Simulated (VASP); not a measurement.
# Si (I4/mmm) in VASP: further runs

Si is run at these levels: PBE; tasks: single point.

Everything below comes from runs of VASP 6.6.1. Logs are shortened: lines on timing, memory, paths and dates and some standing lists are left out, and cuts for length are marked.

**1. The cell of the first run**

It takes space group I4/mmm (No. 139, tetragonal). The conventional cell has a = 6.561 Å, b = 6.561 Å, c = 3.793 Å, α = 90.00°, β = 90.00°, γ = 90.00°. Within 3.1 Å of Si (site symmetry m2m) lie 4 Si at 2.31 to 2.35 Å.

**2. Single point, PBE**

Input file INCAR:

```
PREC = Accurate
ENCUT = 520
EDIFF = 1E-6
ISMEAR = 1
SIGMA = 0.045
LREAL = F
LASPH = T
NELM = 80
ALGO = Normal
ISIF = 2
LWAVE = F
LCHARG = F
GGA = PE
NBANDS = 16
```

Input file KPOINTS:

```
Automatic mesh
0
Gamma
  7 7 7
```

Input file POSCAR:

```
Si
1.0
   -3.2805000581      3.2805000581      1.8964046259
    3.2805000581     -3.2805000581      1.8964046259
    3.2805000581      3.2805000581     -1.8964046259
Si
4
Direct
    0.1788010000      0.1788010000      0.3576020000
    0.8211990000      0.8211990000      0.6423980000
    0.1788010000      0.8211990000      0.0000000000
    0.8211990000      0.1788010000      0.0000000000
```

Potentials or basis: VASP PAW PBE potentials, release 64 (Si).

On the command line:

```bash
$ cat potpaw_PBE.64/Si/POTCAR > POTCAR
$ mpirun -np 1 vasp_std > vasp.out
```

OUTCAR:

```text
PREC = Accurate
   ENCUT = 520
   EDIFF = 1E-6
   ISMEAR = 1
   LREAL = F
   LASPH = T
   NELM = 80
   ISIF = 2
   GGA = PE

 ion  position               nearest neighbor table
   1  0.179  0.179  0.358-   2 2.31   2 2.31   3 2.35   4 2.35
   2  0.821  0.821  0.642-   1 2.31   1 2.31   4 2.35   3 2.35
   3  0.179  0.821  0.000-   4 2.31   4 2.31   2 2.35   1 2.35
   4  0.821  0.179  0.000-   3 2.31   3 2.31   2 2.35   1 2.35

  LATTYP: Found a body centered tetragonal cell.
 ALAT       =     6.5610001162
 C/A-ratio  =     0.5780840092

  Lattice vectors:

 A1 = (  -3.2805000581,   3.2805000581,   1.8964046259)
 A2 = (   3.2805000581,  -3.2805000581,   1.8964046259)
 A3 = (   3.2805000581,   3.2805000581,  -1.8964046259)

Analysis of symmetry for initial positions (statically):
=====================================================================
 Subroutine PRICEL returns:
 Original cell was already a primitive cell.

 Routine SETGRP: Setting up the symmetry group for a
 body centered tetragonal supercell.

 Subroutine GETGRP returns: Found 16 space group operations
 (whereof 16 operations were pure point group operations)
 out of a pool of 16 trial point group operations.

The static configuration has the point symmetry D_4h.

Analysis of symmetry for dynamics (positions and initial velocities):
=====================================================================
 Subroutine PRICEL returns:
 Original cell was already a primitive cell.

 Routine SETGRP: Setting up the symmetry group for a
 body centered tetragonal supercell.

 Subroutine GETGRP returns: Found 16 space group operations
 (whereof 16 operations were pure point group operations)
 out of a pool of 16 trial point group operations.

The dynamic configuration has the point symmetry D_4h.

 Subroutine INISYM returns: Found 16 space group operations
 (whereof 16 operations are pure point group operations),
 and found     1 'primitive' translations

----------------------------------------------------------------------------------------

                                     Primitive cell

  volume of cell :      81.6340

  direct lattice vectors                    reciprocal lattice vectors
    -3.280500058  3.280500058  1.896404626     0.000000000  0.152415788  0.263656813
     3.280500058 -3.280500058  1.896404626     0.152415788  0.000000000  0.263656813
     3.280500058  3.280500058 -1.896404626     0.152415788  0.152415788  0.000000000

  length of vectors
     5.011956880  5.011956880  5.011956880     0.304541438  0.304541438  0.215548474

  position of ions in fractional coordinates (direct lattice)
     0.178801000  0.178801000  0.357602000
     0.821199000  0.821199000  0.642398000
     0.178801000  0.821199000  0.000000000
     0.821199000  0.178801000  0.000000000

  ion indices of the primitive-cell ions
   primitive index   ion index
                 1           1
                 2           2
                 3           3
                 4           4

----------------------------------------------------------------------------------------

 KPOINTS: Automatic mesh

Automatic generation of k-mesh.
 Grid dimensions read from file:
 generate k-points for:    7    7    7

 Generating k-lattice:

  Cartesian coordinates                     Fractional coordinates (reciprocal lattice)
     0.000000000  0.021773684  0.037665259     0.142857143  0.000000000  0.000000000
     0.021773684  0.000000000  0.037665259     0.000000000  0.142857143  0.000000000
     0.021773684  0.021773684  0.000000000     0.000000000  0.000000000  0.142857143

  Length of vectors
     0.043505920  0.043505920  0.030792639

  Shift w.r.t. Gamma in fractional coordinates (k-lattice)
     0.000000000  0.000000000  0.000000000

 Subroutine IBZKPT returns following result:
 ===========================================

 Found     40 irreducible k-points:

 Following reciprocal coordinates:
            Coordinates               Weight
  0.000000  0.000000  0.000000      1.000000
  0.142857  0.000000 -0.000000      8.000000
  0.285714  0.000000 -0.000000      8.000000
  0.428571 -0.000000  0.000000      8.000000
  0.142857  0.142857 -0.000000      8.000000
  0.285714  0.142857 -0.000000     16.000000
[... 16 lines left out ...]
 -0.142857  0.285714  0.142857      8.000000
 -0.428571  0.428571  0.142857      8.000000
 [... further k-points ...]
   k-points           NKPTS =     40   k-points in BZ     NKDIM =     40   number of bands    NBANDS=     16
   number of dos      NEDOS =    301   number of ions     NIONS =      4
   total plane-waves  NPLWV =  64000
   dimension x,y,z NGX =    40 NGY =   40 NGZ =   40
   dimension x,y,z NGXF=    80 NGYF=   80 NGZF=   80
   ions per type =               4
   NGX,Y,Z   is equivalent  to a cutoff of  13.27, 13.27, 13.27 a.u.
   NGXF,Y,Z  is equivalent  to a cutoff of  26.54, 26.54, 26.54 a.u.
 SYSTEM =  unknown system
   PREC   = accura    normal or accurate (medium, high low for compatibility)
   ISTART =      0    job   : 0-new  1-cont  2-samecut
   ICHARG =      2    charge: 1-file 2-atom 10-const
   ISPIN  =      1    spin polarized calculation?
   LNONCOLLINEAR =      F non collinear calculations
   LSORBIT =      F    spin-orbit coupling
   LASPH  =      T    aspherical Exc in radial PAW
   ENCUT  =  520.0 eV  38.22 Ry    6.18 a.u.   9.32  9.32  9.32*2*pi/ulx,y,z
   NELM   =     80;   NELMIN=  2; NELMDL= -5     # of ELM steps
   EDIFF  = 0.1E-05   stopping-criterion for ELM
   LREAL  =      F    real-space projection
   EDIFFG = 0.1E-04   stopping-criterion for IOM
   NSW    =      0    number of steps for IOM
   IBRION =     -1    ionic relax: 0-MD 1-quasi-New 2-CG
   NFREE  =      0    steps in history (QN), initial steepest desc. (CG)
   ISIF   =      2    stress and relaxation
   ISYM   =      2    0-nonsym 1-usesym 2-fastsym
   POTIM  = 0.5000    time-step for ionic-motion
   TEBEG  =    0.0;   TEEND  =   0.0 temperature during run
   PSTRESS=    0.0 pullay stress
   NELECT =      16.0000    total number of electrons
   NUPDOWN=      -1.0000    fix difference up-down
   EMIN   =  10.00;   EMAX   =-10.00  energy-range for DOS
   EFERMI =   0.00;   METHOD = LEGACY
   ISMEAR =     1;   SIGMA  =   0.04  broadening in eV -4-tet -1-fermi 0-gaus
   EFERMI_NEDOS =   21; number of points for ismear=-14 and -15
   IALGO  =     38    algorithm
   IMIX   =      4    mixing-type and parameters
     AMIX     =   0.40;   BMIX     =  1.00
     AMIX_MAG =   1.60;   BMIX_MAG =  1.00
  volume/ion in A,a.u.               =      20.41       137.72
  Fermi-wavevector in a.u.,A,eV,Ry     =   0.950950  1.797035 12.303835  0.904306
  Thomas-Fermi vector in A             =   2.079375
   LORBIT       =      0    0 simple, 1 ext, 2 COOP (PROOUT), +10 PAW based schemes
   GGA     = PE    functional components
   LHFCALC =     F    Hartree Fock is set to
   AEXX    =    0.0000 exact exchange contribution
   IVDW    =     0    specifies the selected vdW correction
   LEPSILON=     F    determine dielectric tensor
   LRPA    =     F    only Hartree local field effects (RPA)
 non-spin polarized calculation
 Methfessel and Paxton  Order N= 1 SIGMA  =   0.04
  energy-cutoff  :      520.00
  volume of cell :       81.63
 maximum number of plane-waves:      2239
 NGX is ok and might be reduce to    40
   NGX = 19   NGY = 19   NGZ = 19

 number of electron      16.0000000 magnetization

 Free energy of the ion-electron system (eV)
  ---------------------------------------------------
  ext. energy  EPLUGINS =         0.00000000
  ---------------------------------------------------
  free energy    TOTEN  =       -21.21890211 eV

  energy without entropy =      -21.21893254  energy(sigma->0) =      -21.21891225

 E-fermi :   5.7322     XC(G=0):  -9.2407

 val. band max:        5.6943457569   @ k =  -0.4286   0.4286   0.4286
 cond. band min:       6.0031308022   @ k =  -0.1429  -0.1429   0.1429
 fundamental gap:      0.3087850453
 Fermi energy:         5.7322304164

 k-point     1 :       0.0000    0.0000    0.0000
  band No.  band energies     occupation
      1      -6.4752      2.00000
      2      -2.0706      2.00000
      3       0.1839      2.00000
      4       0.1839      2.00000
      5       1.9383      2.00000
      6       4.3201      2.00000
[... 8 lines left out ...]
     15      11.2754      0.00000
     16      12.9089      0.00000

 k-point     2 :       0.1429    0.0000   -0.0000
  band No.  band energies     occupation
      1      -6.2426      2.00000
      2      -2.1166      2.00000
      3      -0.1074      2.00000
      4       0.5040      2.00000
      5       2.1221      2.00000
      6       3.2003      2.00000
[... 8 lines left out ...]
     15      10.6766      0.00000
     16      14.0340      0.00000

 k-point     3 :       0.2857    0.0000   -0.0000
  band No.  band energies     occupation
      1      -5.5730      2.00000
      2      -2.0618      2.00000
      3      -0.9814      2.00000
      4       0.5326      2.00000
      5       1.8303      2.00000
      6       2.3017      2.00000
[... 8 lines left out ...]
     15      12.1374      0.00000
     16      12.4683      0.00000

 k-point     4 :       0.4286   -0.0000    0.0000
  band No.  band energies     occupation
      1      -4.6547      2.00000
      2      -2.2376      2.00000
      3      -1.8024      2.00000
      4      -0.2222      2.00000
      5       1.3731      2.00000
      6       2.2468      2.00000
[... 8 lines left out ...]
     15      11.6564      0.00000
     16      13.7020      0.00000

 k-point     5 :       0.1429    0.1429   -0.0000
  band No.  band energies     occupation
      1      -5.6817      2.00000
      2      -1.8479      2.00000
      3      -0.2313      2.00000
      4      -0.1824      2.00000
      5       1.8632      2.00000
      6       2.4678      2.00000
[... 8 lines left out ...]
     15      12.0625      0.00000
     16      12.4144      0.00000

 k-point     6 :       0.2857    0.1429   -0.0000
  band No.  band energies     occupation
      1      -4.8027      2.00000
      2      -1.9944      2.00000
      3      -1.5097      2.00000
      4      -0.5457      2.00000
      5       1.4319      2.00000
      6       2.5173      2.00000
[... 8 lines left out ...]
     15      12.3598      0.00000
     16      13.6634      0.00000
[... 267 lines left out ...]
 k-point    21 :       0.4286    0.2857    0.1429
  band No.  band energies     occupation
      1      -4.9565      2.00000
      2      -3.5664      2.00000
      3      -0.2411      2.00000
      4      -0.2151      2.00000
      5       2.2427      2.00000
      6       2.8713      2.00000
[... 8 lines left out ...]
     15      12.1129      0.00000
     16      12.2160      0.00000

 k-point    22 :      -0.2857    0.2857    0.1429
  band No.  band energies     occupation
      1      -5.9075      2.00000
      2      -3.4777      2.00000
      3      -0.9414      2.00000
      4       1.9414      2.00000
      5       2.7172      2.00000
      6       3.5944      2.00000
[... 8 lines left out ...]
     15      12.4379      0.00000
     16      12.8966      0.00000

 k-point    23 :      -0.1429    0.2857    0.1429
  band No.  band energies     occupation
      1      -5.7894      2.00000
      2      -3.0651      2.00000
      3      -1.2572      2.00000
      4       2.0994      2.00000
      5       2.3923      2.00000
      6       2.8067      2.00000
[... 8 lines left out ...]
     15      11.6638      0.00000
     16      12.5323      0.00000

 k-point    24 :      -0.4286    0.4286    0.1429
  band No.  band energies     occupation
      1      -5.4326      2.00000
      2      -4.2510      2.00000
      3      -0.9145      2.00000
      4       2.1353      2.00000
      5       2.3765      2.00000
      6       3.4268      2.00000
[... 8 lines left out ...]
     15      11.3577      0.00000
     16      13.0331      0.00000

 [... further k-points ...]

------------------------ aborting loop because EDIFF is reached ----------------------------------------

  FORCE on cell =-STRESS in cart. coord.  units (eV):
  Direction    XX          YY          ZZ          XY          YZ          ZX
  --------------------------------------------------------------------------------------
  -------------------------------------------------------------------------------------
  Total        2.6134271      2.6134271      2.7279233      0.0000000     -0.0000000     -0.0000000
  in kB       51.2920287     51.2920287     53.5391710      0.0000000     -0.0000000     -0.0000000
  external PRESSURE =      52.0410761 kB  Pullay stress =       0.0000000 kB

 VOLUME and BASIS-vectors are now :
 -----------------------------------------------------------------------------
  energy-cutoff  :      520.00
  volume of cell :       81.63
      direct lattice vectors                 reciprocal lattice vectors
    -3.280500058  3.280500058  1.896404626     0.000000000  0.152415788  0.263656813
     3.280500058 -3.280500058  1.896404626     0.152415788  0.000000000  0.263656813
     3.280500058  3.280500058 -1.896404626     0.152415788  0.152415788  0.000000000

 POSITION                                       TOTAL-FORCE (eV/Angst)
 -----------------------------------------------------------------------------------
      1.17311      1.17311      0.00000         0.038358      0.038358     -0.000000
      2.10739      2.10739      1.89640        -0.038358     -0.038358     -0.000000
      2.10739     -2.10739      1.89640        -0.038358      0.038358      0.000000
     -2.10739      2.10739      1.89640         0.038358     -0.038358      0.000000
 -----------------------------------------------------------------------------------
    total drift:                                0.000000     -0.000000      0.000000

  FREE ENERGIE OF THE ION-ELECTRON SYSTEM (eV)
  ---------------------------------------------------
  free  energy   TOTEN  =       -21.2189021120 eV

  energy  without entropy=      -21.2189325390  energy(sigma->0) =      -21.21891225
```

Run time: 88 s. Hardware: 1 thread of Intel Xeon 8259CL, shared host; peak memory 0.23 GiB.

What came out:

* Free energy: -21.2189 eV
* Pressure: 5.2 GPa
* Largest force: 0.054 eV/Å
* Band gap on the k mesh: 0.31 eV (least direct gap 0.58 eV)

Forces on the atoms (eV/Å):
```
Si   0.038  0.038  0.000
Si  -0.038 -0.038  0.000
Si  -0.038  0.038  0.000
Si   0.038 -0.038  0.000
```

Stress tensor (GPa, compression positive):
```
5.13 0.00 0.00
0.00 5.13 0.00
0.00 0.00 5.35
```

Caveat: the cell stands under pressure; an odd mesh through Γ misses points on the zone boundary, where band edges can lie.

**3. Single point, PBE**

This run uses another cell than the first one, of 20.83 Å³/atom.

Input file INCAR:

```
SYSTEM = Si
  PREC = Accurate
  ENCUT = 520
  EDIFF = 1E-7
  ISMEAR = 1
  SIGMA = 0.0549
  LREAL = .FALSE.
  LASPH = .TRUE.
  NELM = 80
  ALGO = Normal
  ISIF = 2
  LWAVE = .FALSE.
  LCHARG = .FALSE.
  GGA = PE
  NBANDS = 16
```

Input file KPOINTS:

```
regular mesh
0
G
  7 7 7
  0 0 0
```

Input file POSCAR:

```
Si
1.0
   -3.3031249114      3.3031249114      1.9094836918
    3.3031249114     -3.3031249114      1.9094836918
    3.3031249114      3.3031249114     -1.9094836918
Si
4
Direct
    0.1788010000      0.1788010000      0.3576020000
    0.8211990000      0.8211990000      0.6423980000
    0.1788010000      0.8211990000      0.0000000000
    0.8211990000      0.1788010000      0.0000000000
```

Potentials or basis: VASP PAW PBE potentials, release 64 (Si).

On the command line:

```bash
$ cat potpaw_PBE.64/Si/POTCAR > POTCAR
$ mpirun -np 1 vasp_std > vasp.out
```

It took 84 s on 1 thread of Intel Xeon 8259CL, shared host; peak memory 0.23 GiB.

The run converged. Its results:

```
Free energy            : -21.2631 eV
Pressure               : 3.2 GPa
Largest force          : 0.022 eV/Å
Band gap on the k mesh : 0.38 eV (least direct gap 0.61 eV)
```

Forces on the atoms (eV/Å):
```
Si   0.016  0.016  0.000
Si  -0.016 -0.016  0.000
Si  -0.016  0.016  0.000
Si   0.016 -0.016  0.000
```

Stress tensor (GPa, compression positive):
```
3.11 0.00 0.00
0.00 3.11 0.00
0.00 0.00 3.23
```

Levels at points of the mesh, in eV from the valence-band top:
```
           k point  band 5  band 6  band 7  band 8  band 9  band 10  band 11  band 12
(0.00, 0.00, 0.00)   -3.67   -1.35   -1.35   -0.41    1.57     1.81     1.81     2.47
```

Caveat: the cell stands under pressure; an odd mesh through Γ misses points on the zone boundary, where band edges can lie.
